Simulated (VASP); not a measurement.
# LiY3 (Pm-3m) in VASP: further runs

Runs on LiY3. Level: PBE. Tasks: relaxation of cell and atoms.

Program: VASP 6.6.1. These are calculated values, not measurements. Logs are shortened: lines on timing, memory, paths and dates and some standing lists are left out, and cuts for length are marked.

### 1 The cell of the first run

It takes space group Pm-3m (No. 221, cubic). Conventional cell: a = 4.920 Å, b = 4.920 Å, c = 4.920 Å, α = 90.00°, β = 90.00°, γ = 90.00°. Li (site symmetry m-3m) has 12 Y at 3.48 Å within 4.6 Å. Y (site symmetry 4/mmm) has 4 Li at 3.48 Å and 8 Y at 3.48 Å within 4.6 Å.

### 2 Relaxation of cell and atoms, PBE

INCAR reads:

```
SYSTEM = LiY3
  PREC = Accurate
  ENCUT = 600
  EDIFF = 1E-6
  ISMEAR = -1
  SIGMA = 0.1
  LREAL = .FALSE.
  LASPH = .TRUE.
  NELM = 80
  ALGO = Normal
  ISIF = 3
  LWAVE = .FALSE.
  LCHARG = .FALSE.
  GGA = PE
  IBRION = 2
  NSW = 80
  EDIFFG = -0.01
```

KPOINTS reads:

```
Automatic mesh
0
G
  5 5 5
  0 0 0
```

POSCAR reads:

```
LiY3
1.0
    4.9197070000      0.0000000000      0.0000000000
    0.0000000000      4.9197070000      0.0000000000
    0.0000000000      0.0000000000      4.9197070000
Li Y
1 3
Direct
    0.0000000000      0.0000000000      0.0000000000
    0.5000000000      0.5000000000      0.0000000000
    0.5000000000      0.0000000000      0.5000000000
    0.0000000000      0.5000000000      0.5000000000
```

Potentials or basis: VASP PAW PBE potentials, release 64 (Li_sv, Y_sv).

On the command line:

```console
cat potpaw_PBE.64/Li_sv/POTCAR potpaw_PBE.64/Y_sv/POTCAR > POTCAR
mpirun -np 1 vasp_std > vasp.out
```

OUTCAR:

```text
SYSTEM = LiY3
   PREC = Accurate
   ENCUT = 600
   EDIFF = 1E-6
   ISMEAR = -1
   LREAL = .FALSE.
   LASPH = .TRUE.
   NELM = 80
   ISIF = 3
   GGA = PE
   IBRION = 2
   NSW = 80
   EDIFFG = -0.01

 ion  position               nearest neighbor table
   1  0.000  0.000  0.000-   2 3.48   3 3.48   4 3.48   3 3.48   4 3.48   2 3.48   4 3.48   4 3.48
                             2 3.48   3 3.48   3 3.48   2 3.48
   2  0.500  0.500  0.000-   1 3.48   3 3.48   4 3.48   3 3.48   4 3.48   1 3.48   3 3.48   3 3.48
                             1 3.48   4 3.48   4 3.48   1 3.48
   3  0.500  0.000  0.500-   1 3.48   2 3.48   4 3.48   1 3.48   2 3.48   2 3.48   4 3.48   2 3.48
                             1 3.48   4 3.48   1 3.48   4 3.48
   4  0.000  0.500  0.500-   1 3.48   2 3.48   3 3.48   1 3.48   2 3.48   1 3.48   3 3.48   1 3.48
                             2 3.48   3 3.48   2 3.48   3 3.48

  LATTYP: Found a simple cubic cell.
 ALAT       =     4.9197070000

  Lattice vectors:

 A1 = (   4.9197070000,   0.0000000000,   0.0000000000)
 A2 = (   0.0000000000,   4.9197070000,   0.0000000000)
 A3 = (   0.0000000000,   0.0000000000,   4.9197070000)

Analysis of symmetry for initial positions (statically):
=====================================================================
 Subroutine PRICEL returns:
 Original cell was already a primitive cell.

 Routine SETGRP: Setting up the symmetry group for a
 simple cubic supercell.

 Subroutine GETGRP returns: Found 48 space group operations
 (whereof 48 operations were pure point group operations)
 out of a pool of 48 trial point group operations.

The static configuration has the point symmetry O_h .

Analysis of symmetry for dynamics (positions and initial velocities):
=====================================================================
 Subroutine PRICEL returns:
 Original cell was already a primitive cell.

 Routine SETGRP: Setting up the symmetry group for a
 simple cubic supercell.

 Subroutine GETGRP returns: Found 48 space group operations
 (whereof 48 operations were pure point group operations)
 out of a pool of 48 trial point group operations.

The dynamic configuration has the point symmetry O_h .

 Subroutine INISYM returns: Found 48 space group operations
 (whereof 48 operations are pure point group operations),
 and found     1 'primitive' translations

----------------------------------------------------------------------------------------

                                     Primitive cell

  volume of cell :     119.0742

  direct lattice vectors                    reciprocal lattice vectors
     4.919707000  0.000000000  0.000000000     0.203264137  0.000000000  0.000000000
     0.000000000  4.919707000  0.000000000     0.000000000  0.203264137  0.000000000
     0.000000000  0.000000000  4.919707000     0.000000000  0.000000000  0.203264137

  length of vectors
     4.919707000  4.919707000  4.919707000     0.203264137  0.203264137  0.203264137

  position of ions in fractional coordinates (direct lattice)
     0.000000000  0.000000000  0.000000000
     0.500000000  0.500000000  0.000000000
     0.500000000  0.000000000  0.500000000
     0.000000000  0.500000000  0.500000000

  ion indices of the primitive-cell ions
   primitive index   ion index
                 1           1
                 2           2
                 3           3
                 4           4

----------------------------------------------------------------------------------------

 KPOINTS: Automatic mesh

Automatic generation of k-mesh.
 Grid dimensions read from file:
 generate k-points for:    5    5    5

 Generating k-lattice:
[... 51 lines left out ...]
   IBRION =      2    ionic relax: 0-MD 1-quasi-New 2-CG
   NFREE  =      1    steps in history (QN), initial steepest desc. (CG)
   ISIF   =      3    stress and relaxation
   ISYM   =      2    0-nonsym 1-usesym 2-fastsym
   POTIM  = 0.5000    time-step for ionic-motion
   TEBEG  =    0.0;   TEEND  =   0.0 temperature during run
   PSTRESS=    0.0 pullay stress
   NELECT =      36.0000    total number of electrons
   NUPDOWN=      -1.0000    fix difference up-down
   EMIN   =  10.00;   EMAX   =-10.00  energy-range for DOS
   EFERMI =   0.00;   METHOD = LEGACY
   ISMEAR =    -1;   SIGMA  =   0.10  broadening in eV -4-tet -1-fermi 0-gaus
   EFERMI_NEDOS =   21; number of points for ismear=-14 and -15
   IALGO  =     38    algorithm
   IMIX   =      4    mixing-type and parameters
     AMIX     =   0.40;   BMIX     =  1.00
     AMIX_MAG =   1.60;   BMIX_MAG =  1.00
  volume/ion in A,a.u.               =      29.77       200.89
  Fermi-wavevector in a.u.,A,eV,Ry     =   1.098761  2.076357 16.425973  1.207275
  Thomas-Fermi vector in A             =   2.235144
   LORBIT       =      0    0 simple, 1 ext, 2 COOP (PROOUT), +10 PAW based schemes
   GGA     = PE    functional components
   LHFCALC =     F    Hartree Fock is set to
   AEXX    =    0.0000 exact exchange contribution
   IVDW    =     0    specifies the selected vdW correction
   LEPSILON=     F    determine dielectric tensor
   LRPA    =     F    only Hartree local field effects (RPA)
 conjugate gradient relaxation of ions
 non-spin polarized calculation
  energy-cutoff  :      600.00
  volume of cell :      119.07
 maximum number of plane-waves:      4000
 NGX is ok and might be reduce to    40
   NGX = 19   NGY = 19   NGZ = 19

--------------------------------------- Ionic step        1  -------------------------------------------

 number of electron      36.0000000 magnetization

 Free energy of the ion-electron system (eV)
  ---------------------------------------------------
  ext. energy  EPLUGINS =         0.00000000
  ---------------------------------------------------
  free energy    TOTEN  =       -20.54151004 eV

  energy without entropy =      -20.30669492  energy(sigma->0) =      -20.42410248

------------------------ aborting loop because EDIFF is reached ----------------------------------------

  FORCE on cell =-STRESS in cart. coord.  units (eV):
  Direction    XX          YY          ZZ          XY          YZ          ZX
  --------------------------------------------------------------------------------------
  -------------------------------------------------------------------------------------
  Total        0.0814006      0.0814006      0.0814006      0.0000000      0.0000000     -0.0000000
  in kB        1.0952678      1.0952678      1.0952678      0.0000000      0.0000000     -0.0000000
  external PRESSURE =       1.0952678 kB  Pullay stress =       0.0000000 kB

 VOLUME and BASIS-vectors are now :
 -----------------------------------------------------------------------------
  energy-cutoff  :      600.00
  volume of cell :      119.07
      direct lattice vectors                 reciprocal lattice vectors
     4.919707000  0.000000000  0.000000000     0.203264137  0.000000000  0.000000000
     0.000000000  4.919707000  0.000000000     0.000000000  0.203264137  0.000000000
     0.000000000  0.000000000  4.919707000     0.000000000  0.000000000  0.203264137

 POSITION                                       TOTAL-FORCE (eV/Angst)
 -----------------------------------------------------------------------------------
      0.00000      0.00000      0.00000         0.000000      0.000000      0.000000
      2.45985      2.45985      0.00000         0.000000      0.000000      0.000000
      2.45985      0.00000      2.45985         0.000000      0.000000      0.000000
      0.00000      2.45985      2.45985         0.000000      0.000000      0.000000
 -----------------------------------------------------------------------------------
    total drift:                               -0.000000     -0.000000     -0.000000

  FREE ENERGIE OF THE ION-ELECTRON SYSTEM (eV)
  ---------------------------------------------------
  free  energy   TOTEN  =       -20.5415100415 eV

  energy  without entropy=      -20.3066949206  energy(sigma->0) =      -20.42410248

--------------------------------------- Ionic step        2  -------------------------------------------

 number of electron      36.0000001 magnetization

 Free energy of the ion-electron system (eV)
  ---------------------------------------------------
  ext. energy  EPLUGINS =         0.00000000
  ---------------------------------------------------
  free energy    TOTEN  =       -20.54164860 eV

  energy without entropy =      -20.30598527  energy(sigma->0) =      -20.42381694

 E-fermi :   2.5595     XC(G=0):  -9.0017

 val. band max:        2.5567436759   @ k =   0.4000   0.0000   0.0000
 cond. band min:       2.5941517154   @ k =   0.4000   0.4000   0.2000
 fundamental gap:      0.0374080396
 Fermi energy:         2.5595171615

 k-point     1 :       0.0000    0.0000    0.0000
  band No.  band energies     occupation
      1     -43.0008      2.00000
      2     -40.2707      2.00000
      3     -40.1792      2.00000
      4     -40.1792      2.00000
      5     -20.4640      2.00000
      6     -20.4640      2.00000
[... 239 lines left out ...]
     21       3.2166      0.00280
     22       4.0613      0.00000

------------------------ aborting loop because EDIFF is reached ----------------------------------------

  FORCE on cell =-STRESS in cart. coord.  units (eV):
  Direction    XX          YY          ZZ          XY          YZ          ZX
  --------------------------------------------------------------------------------------
  -------------------------------------------------------------------------------------
  Total        0.0208170      0.0208170      0.0208170      0.0000000     -0.0000000      0.0000000
  in kB        0.2792749      0.2792749      0.2792749      0.0000000     -0.0000000      0.0000000
  external PRESSURE =       0.2792749 kB  Pullay stress =       0.0000000 kB

 VOLUME and BASIS-vectors are now :
 -----------------------------------------------------------------------------
  energy-cutoff  :      600.00
  volume of cell :      119.43
      direct lattice vectors                 reciprocal lattice vectors
     4.924536897  0.000000000 -0.000000000     0.203064780 -0.000000000 -0.000000000
     0.000000000  4.924536897 -0.000000000    -0.000000000  0.203064780 -0.000000000
     0.000000000  0.000000000  4.924536897     0.000000000  0.000000000  0.203064780

 POSITION                                       TOTAL-FORCE (eV/Angst)
 -----------------------------------------------------------------------------------
      0.00000      0.00000      0.00000         0.000000      0.000000      0.000000
      2.46227      2.46227     -0.00000        -0.000000      0.000000      0.000000
      2.46227      0.00000      2.46227         0.000000     -0.000000      0.000000
      0.00000      2.46227      2.46227         0.000000     -0.000000      0.000000
 -----------------------------------------------------------------------------------
    total drift:                               -0.000000     -0.000000     -0.000000

  FREE ENERGIE OF THE ION-ELECTRON SYSTEM (eV)
  ---------------------------------------------------
  free  energy   TOTEN  =       -20.5416485970 eV

  energy  without entropy=      -20.3059852733  energy(sigma->0) =      -20.42381694

 reached required accuracy - stopping structural energy minimisation
```

Wall time 30 s (1 thread of Intel Xeon 6975P-C (Granite Rapids), shared host); peak memory 0.26 GiB.

What came out:

```yaml
Free_energy: -20.5416 eV
Relaxed_volume: 29.86 Å³/atom
Relaxed_cell: a = 4.925 Å, b = 4.925 Å, c = 4.925 Å, α = 90.00°, β = 90.00°, γ = 90.00°
Space_group_after_relaxing_to_0.05_Å: Pm-3m (No. 221)
Energy_gained_by_relaxing: 0.0 meV/atom
Ionic_steps: 2
Pressure_after_relaxing: 0.0 GPa
Band_gap_on_the_k_mesh: zero (band 18 reaches 2.85 eV, above the bottom of band 19 at 2.21 eV)
```

The path:
```
step  energy change (eV)  largest force (eV/Å)  pressure (GPa)  volume (Å³)
   1              0.0000                0.0000            0.11       119.07
   2             -0.0001                0.0000            0.03       119.43
```

Final structure:
```
CELL_PARAMETERS angstrom
4.92454 0.00000 0.00000
0.00000 4.92454 0.00000
0.00000 0.00000 4.92454
ATOMIC_POSITIONS crystal
Li 0.00000 0.00000 0.00000
Y 0.50000 0.50000 0.00000
Y 0.50000 0.00000 0.50000
Y 0.00000 0.50000 0.50000
```

Levels at points of the mesh, in eV from the Fermi level:
```
           k point  band 16  band 17  band 18  band 19  band 20  band 21
(0.00, 0.00, 0.00)    -0.72    -0.72    -0.35    -0.35    -0.35     1.93
```

Caveat: the cutoff is under 1.25 times the usual one of these potentials, so pressure, stress and relaxed cells hold a basis-set (Pulay) error.

### 3 Relaxation of cell and atoms, PBE, target pressure 2 GPa, at which the enthalpy is minimised

INCAR reads:

```
SYSTEM = LiY3
PREC     = Accurate       ! precision mode
ENCUT    = 600            ! plane-wave cutoff, eV
EDIFF    = 1E-6           ! SCF threshold, eV
ISMEAR   = -1             ! smearing method
SIGMA    = 0.1            ! smearing width, eV
LREAL    = .FALSE.        ! projectors in reciprocal space
LASPH    = .TRUE.         ! aspherical terms in the spheres
NELM     = 100            ! most SCF steps
ALGO     = Normal         ! electronic algorithm
ISIF     = 3              ! what is computed and relaxed
LWAVE    = .FALSE.        ! write WAVECAR
LCHARG   = .FALSE.        ! write CHGCAR
GGA      = PE             ! functional
IBRION   = 2              ! ionic algorithm
NSW      = 80             ! ionic steps
EDIFFG   = -0.01          ! ionic threshold
PSTRESS  = 20.0
```

KPOINTS reads:

```
regular mesh
0
G
  5 5 5
  0 0 0
```

POSCAR is that of step 2.

Potentials or basis: VASP PAW PBE potentials, release 64 (Li_sv, Y_sv).

On the command line:

```console
cat potpaw_PBE.64/Li_sv/POTCAR potpaw_PBE.64/Y_sv/POTCAR > POTCAR
mpirun -np 1 vasp_std > vasp.out
```

OUTCAR:

```text
SYSTEM = LiY3
   PREC = Accurate
   ENCUT = 600
   EDIFF = 1E-6
   ISMEAR = -1
   LREAL = .FALSE.
   LASPH = .TRUE.
   NELM = 100
   ISIF = 3
   GGA = PE
   IBRION = 2
   NSW = 80
   EDIFFG = -0.01
   PSTRESS = 20.0

 ion  position               nearest neighbor table
   1  0.000  0.000  0.000-   2 3.48   3 3.48   4 3.48   3 3.48   4 3.48   2 3.48   4 3.48   4 3.48
                             2 3.48   3 3.48   3 3.48   2 3.48
   2  0.500  0.500  0.000-   1 3.48   3 3.48   4 3.48   3 3.48   4 3.48   1 3.48   3 3.48   3 3.48
                             1 3.48   4 3.48   4 3.48   1 3.48
   3  0.500  0.000  0.500-   1 3.48   2 3.48   4 3.48   1 3.48   2 3.48   2 3.48   4 3.48   2 3.48
                             1 3.48   4 3.48   1 3.48   4 3.48
   4  0.000  0.500  0.500-   1 3.48   2 3.48   3 3.48   1 3.48   2 3.48   1 3.48   3 3.48   1 3.48
                             2 3.48   3 3.48   2 3.48   3 3.48

  LATTYP: Found a simple cubic cell.
 ALAT       =     4.9197070000

  Lattice vectors:

 A1 = (   4.9197070000,   0.0000000000,   0.0000000000)
 A2 = (   0.0000000000,   4.9197070000,   0.0000000000)
 A3 = (   0.0000000000,   0.0000000000,   4.9197070000)

Analysis of symmetry for initial positions (statically):
=====================================================================
 Subroutine PRICEL returns:
 Original cell was already a primitive cell.

[... 147 lines left out ...]
   NGX = 19   NGY = 19   NGZ = 19

--------------------------------------- Ionic step        1  -------------------------------------------

 number of electron      36.0000000 magnetization

 Free energy of the ion-electron system (eV)
  ---------------------------------------------------
  ext. energy  EPLUGINS =         0.00000000
  ---------------------------------------------------
  free energy    TOTEN  =       -20.54151004 eV

  energy without entropy =      -20.30669492  energy(sigma->0) =      -20.42410248

------------------------ aborting loop because EDIFF is reached ----------------------------------------

  FORCE on cell =-STRESS in cart. coord.  units (eV):
  Direction    XX          YY          ZZ          XY          YZ          ZX
  --------------------------------------------------------------------------------------
  -------------------------------------------------------------------------------------
  Total        0.0814006      0.0814006      0.0814006      0.0000000      0.0000000     -0.0000000
  in kB        1.0952678      1.0952678      1.0952678      0.0000000      0.0000000     -0.0000000
  external PRESSURE =     -18.9047322 kB  Pullay stress =      20.0000000 kB
[... 67 lines left out ...]
--------------------------------------- Ionic step        3  -------------------------------------------

 number of electron      35.9999992 magnetization

 Free energy of the ion-electron system (eV)
  ---------------------------------------------------
  ext. energy  EPLUGINS =         0.00000000
  ---------------------------------------------------
  free energy    TOTEN  =       -20.50020341 eV

  energy without entropy =      -20.28185115  energy(sigma->0) =      -20.39102728

 E-fermi :   2.8210     XC(G=0):  -9.2182

 val. band max:        2.7953122762   @ k =   0.4000   0.0000   0.0000
 cond. band min:       2.8710331298   @ k =   0.4000   0.4000   0.2000
 fundamental gap:      0.0757208536
 Fermi energy:         2.8210292161

 k-point     1 :       0.0000    0.0000    0.0000
  band No.  band energies     occupation
      1     -42.6072      2.00000
      2     -39.8660      2.00000
      3     -39.7487      2.00000
      4     -39.7487      2.00000
      5     -20.1168      2.00000
      6     -20.1168      2.00000
[... 274 lines left out ...]
  energy  without entropy=      -20.2818511453  energy(sigma->0) =      -20.39102728

  enthalpy is  TOTEN    =       -19.0948422240 eV   P V=        1.4053611893

 reached required accuracy - stopping structural energy minimisation
```

It took 48 s on 1 thread of Intel Xeon 6975P-C (Granite Rapids), shared host; peak memory 0.26 GiB.

Results:

| Item | Value |
| --- | --- |
| Free energy | -20.5002 eV |
| Relaxed volume | 28.15 Å³/atom |
| Relaxed cell | a = 4.829 Å, b = 4.829 Å, c = 4.829 Å, α = 90.00°, β = 90.00°, γ = 90.00° |
| Space group after relaxing (to 0.05 Å) | Pm-3m (No. 221) |
| Energy change on relaxing (the enthalpy is what falls) | +10.3 meV/atom |
| Ionic steps | 3 |
| Pressure after relaxing | 2.0 GPa |
| Band gap on the k mesh | zero (band 18 reaches 3.16 eV, above the bottom of band 19 at 2.41 eV) |

Step by step:
```
step  energy change (eV)  largest force (eV/Å)  pressure (GPa)  volume (Å³)
   1              0.0000                0.0000            0.11       119.07
   2              0.0348                0.0000            1.82       113.12
   3              0.0413                0.0000            2.00       112.58
```

Final structure:
```xyz
4
Lattice="4.8286 0.0000 0.0000 0.0000 4.8286 0.0000 0.0000 0.0000 4.8286" Properties=species:S:1:pos:R:3 pbc="T T T"
Li    0.0000    0.0000    0.0000
Y     2.4143    2.4143    0.0000
Y     2.4143    0.0000    2.4143
Y     0.0000    2.4143    2.4143
```

Levels at points of the mesh, in eV from the Fermi level:
```csv
k point,band 14,band 15,band 16,band 17,band 18,band 19,band 20,band 21,band 22
"(0.00, 0.00, 0.00)",-4.58,-2.10,-0.77,-0.77,-0.41,-0.41,-0.41,2.11,2.11
```

Caveat: the cutoff is under 1.25 times the usual one of these potentials, so pressure, stress and relaxed cells hold a basis-set (Pulay) error; the cell is relaxed towards a set pressure, so the enthalpy falls and the energy may rise.

(Part 1 of 2 ends here.)
